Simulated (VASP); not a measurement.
# LiSi16 (a cell with a defect) in VASP: single point with LDA

Aim: the single point of LiSi16 (a cell with a defect) with LDA.

All numbers are computed with VASP 6.6.1; they aren't measurements. Logs are shortened: lines on timing, memory, paths and dates and some standing lists are left out, and cuts for length are marked.

## (1) The cell of the first run

The cell holds a defect, 17 atoms: a = 7.679 Å, b = 7.679 Å, c = 7.679 Å, α = 60.00°, β = 60.00°, γ = 60.00°.

## (2) Single point, LDA, collinear spin, zero start

INCAR reads:

```
SYSTEM = LiSi16
ALGO     = Normal         ! electronic algorithm
EDIFF    = 1E-7           ! SCF threshold, eV
ENCUT    = 520            ! plane-wave cutoff, eV
GGA      = CA             ! functional
ISIF     = 2              ! what is computed and relaxed
ISMEAR   = 0              ! smearing method
ISPIN    = 2              ! spin polarisation
LASPH    = .TRUE.         ! aspherical terms in the spheres
LCHARG   = .FALSE.        ! write CHGCAR
LORBIT   = 11             ! projections on sites
LREAL    = Auto         
LWAVE    = .FALSE.        ! write WAVECAR
MAGMOM   = 0 0 0 0 0 0 0 0 0 0 0 0 0 0 0 0 0 ! initial moments
NBANDS   = 52             ! bands
NELM     = 150            ! most SCF steps
PREC     = Accurate       ! precision mode
SIGMA    = 0.02           ! smearing width, eV
```

KPOINTS reads:

```
k-points
0
G
  2 2 2
  0 0 0
```

POSCAR reads:

```
LiSi16
1.0
    0.0000000000      5.4300000000      5.4300000000
    5.4300000000      0.0000000000      5.4300000000
    5.4300000000      5.4300000000      0.0000000000
Si Li
16 1
Direct
    0.0070435543     -0.0220774401      0.0084461326
    0.1210272560      0.1191419890      0.1195156538
   -0.0082650092      0.0039817680      0.5023567219
    0.1186846225      0.1200232965      0.6419345304
   -0.0020669429      0.4968115101     -0.0008730203
    0.1300466851      0.6087645488      0.1315297422
   -0.0017516575      0.4963332413      0.5075586556
    0.1224774401      0.6297978821      0.6239802026
    0.5024994475      0.0038882136     -0.0087896869
    0.6407123389      0.1193425414      0.1188825046
    0.5017592081      0.0040547882      0.5021052486
    0.6186813076      0.1439238490      0.6184713628
    0.5064242173      0.4966682320     -0.0007614180
    0.6229696133      0.6305209945      0.1235561694
    0.4943511971      0.5162784530      0.4955213628
    0.6240668508      0.6296263352      0.6242845304
    0.2682281768      1.1942388582      0.2697491713
```

Potentials or basis: VASP PAW LDA potentials, release 64 (Si, Li_sv).

On the command line:

```sh
cat potpaw_LDA.64/Si/POTCAR potpaw_LDA.64/Li_sv/POTCAR > POTCAR
mpirun -np 1 vasp_std > vasp.out
```

OUTCAR:

```text
SYSTEM = LiSi16
   EDIFF = 1E-7
   ENCUT = 520
   GGA = CA
   ISIF = 2
   ISMEAR = 0
   ISPIN = 2
   LASPH = .TRUE.
   LORBIT = 11
   LREAL = Auto
   NELM = 150
   PREC = Accurate

 ion  position               nearest neighbor table
   1  0.007  0.978  0.008-   2 2.30  10 2.30   4 2.30   6 2.31
   2  0.121  0.119  0.120-   1 2.30  17 2.36   5 2.37   9 2.39   3 2.40
   3  0.992  0.004  0.502-  12 2.34   8 2.35   4 2.40   2 2.40  17 2.56
   4  0.119  0.120  0.642-   1 2.30  17 2.36   7 2.36   3 2.40  11 2.40
   5  0.998  0.497  0.999-  14 2.35   8 2.35   6 2.36   2 2.37
   6  0.130  0.609  0.132-   1 2.31   7 2.36  13 2.36   5 2.36  17 2.60
   7  0.998  0.496  0.508-   8 2.35  16 2.35   6 2.36   4 2.36
   8  0.122  0.630  0.624-  15 2.33   3 2.35   7 2.35   5 2.35
   9  0.502  0.004  0.991-  12 2.34  14 2.34  10 2.39   2 2.39  17 2.57
  10  0.641  0.119  0.119-   1 2.30  17 2.36  13 2.37   9 2.39  11 2.40
  11  0.502  0.004  0.502-  12 2.34  16 2.35   4 2.40  10 2.40  17 2.55
  12  0.619  0.144  0.618-  15 2.33   9 2.34   3 2.34  11 2.34
  13  0.506  0.497  0.999-  14 2.35  16 2.35   6 2.36  10 2.37
  14  0.623  0.631  0.124-  15 2.33   9 2.34  13 2.35   5 2.35
  15  0.494  0.516  0.496-  16 2.33   8 2.33  14 2.33  12 2.33
  16  0.624  0.630  0.624-  15 2.33   7 2.35  11 2.35  13 2.35
  17  0.268  0.194  0.270-   4 2.36  10 2.36   2 2.36  11 2.55   3 2.56   9 2.57   6 2.60

  LATTYP: Found a face centered cubic cell.
 ALAT       =    10.8600000000

  Lattice vectors:

 A1 = (   0.0000000000,   5.4300000000,   5.4300000000)
 A2 = (   5.4300000000,   0.0000000000,   5.4300000000)
 A3 = (   5.4300000000,   5.4300000000,   0.0000000000)

Analysis of symmetry for initial positions (statically):
=====================================================================
 Subroutine PRICEL returns:
 Original cell was already a primitive cell.

 Routine SETGRP: Setting up the symmetry group for a
 face centered cubic supercell.

 Subroutine GETGRP returns: Found  1 space group operations
 (whereof  1 operations were pure point group operations)
 out of a pool of 48 trial point group operations.

The static configuration has the point symmetry C_1 .

Analysis of symmetry for dynamics (positions and initial velocities):
=====================================================================
 Subroutine PRICEL returns:
 Original cell was already a primitive cell.

 Routine SETGRP: Setting up the symmetry group for a
 face centered cubic supercell.
[... 174 lines left out ...]

 Free energy of the ion-electron system (eV)
  ---------------------------------------------------
  ext. energy  EPLUGINS =         0.00000000
  ---------------------------------------------------
  free energy    TOTEN  =       -95.76830756 eV

  energy without entropy =      -95.76594986  energy(sigma->0) =      -95.76712871

 E-fermi :   6.5236     XC(G=0):  -9.7170

 val. band max:        6.5151335345   @ k =   0.0000   0.0000   0.0000
 cond. band min:       6.5320764137   @ k =   0.0000   0.0000   0.0000
 fundamental gap:      0.0169428792
 Fermi energy:         6.5236050491

 spin component 1

 k-point     1 :       0.0000    0.0000    0.0000
  band No.  band energies     occupation
      1     -39.5334      1.00000
      2      -6.0206      1.00000
      3      -3.7772      1.00000
      4      -3.7084      1.00000
      5      -3.6882      1.00000
      6      -3.6746      1.00000
[... 373 lines left out ...]
     44      10.0999      0.00000
     45      10.1266      0.00000
 Fermi energy:         6.5236050491

 spin component 2

 k-point     1 :       0.0000    0.0000    0.0000
  band No.  band energies     occupation
      1     -39.5334      1.00000
      2      -6.0206      1.00000
      3      -3.7772      1.00000
      4      -3.7084      1.00000
      5      -3.6882      1.00000
      6      -3.6746      1.00000
[... 373 lines left out ...]
     44      10.0999      0.00000
     45      10.1266      0.00000
 [bands above 45 left out]

------------------------ aborting loop because EDIFF is reached ----------------------------------------

  FORCE on cell =-STRESS in cart. coord.  units (eV):
  Direction    XX          YY          ZZ          XY          YZ          ZX
  --------------------------------------------------------------------------------------
  -------------------------------------------------------------------------------------
  Total        0.2529952     -0.0616162      0.0068704      0.3324440      0.6150063     -0.2221218
  in kB        1.2658825     -0.3083019      0.0343766      1.6634109      3.0772352     -1.1114047
  external PRESSURE =       0.3306524 kB  Pullay stress =       0.0000000 kB

 VOLUME and BASIS-vectors are now :
 -----------------------------------------------------------------------------
  energy-cutoff  :      520.00
  volume of cell :      320.21
      direct lattice vectors                 reciprocal lattice vectors
     0.000000000  5.430000000  5.430000000    -0.092081031  0.092081031  0.092081031
     5.430000000  0.000000000  5.430000000     0.092081031 -0.092081031  0.092081031
     5.430000000  5.430000000  0.000000000     0.092081031  0.092081031 -0.092081031

 POSITION                                       TOTAL-FORCE (eV/Angst)
 -----------------------------------------------------------------------------------
      5.35598      0.08411      5.34837         0.021356     -0.037004      0.033201
      1.29591      1.30615      1.30412         0.012844      0.033073     -0.016243
      2.74942      8.11292      5.40674        -0.032773      0.035982     -0.000235
      4.13743      4.13016      1.29618        -0.068296      0.011519     -0.002849
      8.12295     10.84404      8.11646        -0.010347      0.019630     -0.004848
      4.01980      1.42036      4.01175         0.025925     -0.029754      0.031529
[... 9 lines left out ...]
      6.80874      6.77855      6.80755        -0.025677      0.008784     -0.036565
      2.51946      2.92122      2.51120         0.249814     -0.266076      0.261523
 -----------------------------------------------------------------------------------
    total drift:                               -0.004532     -0.001587     -0.000880

  FREE ENERGIE OF THE ION-ELECTRON SYSTEM (eV)
  ---------------------------------------------------
  free  energy   TOTEN  =       -95.7683075552 eV

  energy  without entropy=      -95.7659498604  energy(sigma->0) =      -95.76712871

 total charge

# of ion       s       p       d       tot
------------------------------------------
    1        0.742   0.979   0.000   1.722
    2        0.753   0.966   0.000   1.718
    3        0.747   0.952   0.000   1.699
    4        0.753   0.965   0.000   1.718
    5        0.747   0.952   0.000   1.698
    6        0.748   0.972   0.000   1.720
[... 9 lines left out ...]
   16        0.749   0.960   0.000   1.709
   17        2.030   0.118   0.000   2.147
--------------------------------------------------
tot         13.993  15.495   0.000  29.488

 magnetization (x)

# of ion       s       p       d       tot
------------------------------------------
    1        0.000   0.000   0.000   0.000
    2        0.000  -0.000   0.000  -0.000
    3       -0.000  -0.000   0.000  -0.000
    4       -0.000  -0.000   0.000  -0.000
    5        0.000   0.000   0.000   0.000
    6       -0.000  -0.000   0.000  -0.000
[... 9 lines left out ...]
   16        0.000  -0.000   0.000  -0.000
   17        0.000   0.000   0.000   0.000
--------------------------------------------------
tot          0.000   0.000   0.000   0.000
```

stdout:

```text
POSCAR found type information on POSCAR SiLi
 POSCAR found :  2 types and      17 ions
 scaLAPACK will be used
 LDA part: xc-table for (Slater(with rela. corr.)+CA(PZ))
 , standard interpolation
 POSCAR, INCAR and KPOINTS ok, starting setup
 FFT: planning ... GRIDC
 FFT: planning ... GRID_SOFT
 FFT: planning ... GRID
 WAVECAR not read
 entering main loop
```

Wall time 3.1 min (1 thread of Intel Xeon 6975P-C (Granite Rapids), shared host); peak memory 0.48 GiB.

Results:

```yaml
Free_energy: -95.7683 eV
Largest_force: 0.449 eV/Å
Net_moment: 0.00 μB per cell
Valence_electrons_inside_the_program's_atomic_spheres: Si 1.72, 1.70, 1.71 (each value once); Li 2.15
```

Forces on the atoms (eV/Å):
```
Si   0.021 -0.037  0.033
Si   0.013  0.033 -0.016
Si  -0.033  0.036  0.000
Si  -0.068  0.012 -0.003
Si  -0.010  0.020 -0.005
Si   0.026 -0.030  0.032
Si  -0.019  0.009 -0.011
Si  -0.022  0.036 -0.012
Si   0.002  0.035 -0.038
Si   0.019  0.021 -0.041
Si  -0.030  0.003 -0.035
Si  -0.036  0.047 -0.042
Si  -0.011  0.005 -0.018
Si  -0.030  0.032 -0.029
Si  -0.046  0.036 -0.040
Si  -0.026  0.009 -0.037
Li   0.250 -0.266  0.262
```

Levels at points of the mesh, in eV from the Fermi level:
Spin up:
| k point | band 29 | band 30 | band 31 | band 32 | band 33 | band 34 | band 35 | band 36 | band 37 | band 38 |
| --- | --- | --- | --- | --- | --- | --- | --- | --- | --- | --- |
| (0.00, 0.00, 0.00) | -1.72 | -1.65 | -0.61 | -0.58 | -0.57 | -0.16 | -0.07 | -0.06 | -0.01 | 0.01 |
| (0.50, 0.00, 0.00) | -2.71 | -1.41 | -1.39 | -1.33 | -1.30 | 0.48 | 0.66 | 0.75 | 0.82 | 0.87 |
| (0.00, 0.50, 0.00) | -2.61 | -1.38 | -1.37 | -1.31 | -1.31 | 0.55 | 0.61 | 0.62 | 0.95 | 0.96 |
| (0.00, 0.00, 0.50) | -2.71 | -1.41 | -1.39 | -1.33 | -1.30 | 0.47 | 0.67 | 0.74 | 0.82 | 0.87 |
| (0.50, 0.50, 0.50) | -2.71 | -1.41 | -1.38 | -1.33 | -1.30 | 0.48 | 0.65 | 0.76 | 0.82 | 0.87 |
| (0.50, 0.50, 0.00) | -2.48 | -1.97 | -1.96 | -1.88 | -1.85 | 0.36 | 0.45 | 1.49 | 1.60 | 1.66 |
| (0.00, 0.50, 0.50) | -2.47 | -1.98 | -1.97 | -1.88 | -1.83 | 0.37 | 0.44 | 1.48 | 1.61 | 1.67 |
| (0.50, 0.00, 0.50) | -2.48 | -1.96 | -1.95 | -1.89 | -1.85 | 0.36 | 0.45 | 1.49 | 1.60 | 1.66 |
Spin down:
```
           k point  band 29  band 30  band 31  band 32  band 33  band 34  band 35  band 36  band 37  band 38
(0.00, 0.00, 0.00)    -1.72    -1.65    -0.61    -0.58    -0.57    -0.16    -0.07    -0.06    -0.01     0.01
(0.50, 0.00, 0.00)    -2.71    -1.41    -1.39    -1.33    -1.30     0.48     0.66     0.75     0.82     0.87
(0.00, 0.50, 0.00)    -2.61    -1.38    -1.37    -1.31    -1.31     0.55     0.61     0.62     0.95     0.96
(0.00, 0.00, 0.50)    -2.71    -1.41    -1.39    -1.33    -1.30     0.47     0.67     0.74     0.82     0.87
(0.50, 0.50, 0.50)    -2.71    -1.41    -1.38    -1.33    -1.30     0.48     0.65     0.76     0.82     0.87
(0.50, 0.50, 0.00)    -2.48    -1.97    -1.96    -1.88    -1.85     0.36     0.45     1.49     1.60     1.66
(0.00, 0.50, 0.50)    -2.47    -1.98    -1.97    -1.88    -1.83     0.37     0.44     1.48     1.61     1.67
(0.50, 0.00, 0.50)    -2.48    -1.96    -1.95    -1.89    -1.85     0.36     0.45     1.49     1.60     1.66
```

Caveat: the k points lie up to 0.50 Å⁻¹ apart; the cutoff is under 1.25 times the usual one of these potentials, so pressure, stress and relaxed cells hold a basis-set (Pulay) error; no moment was typed at the start, so none could form.
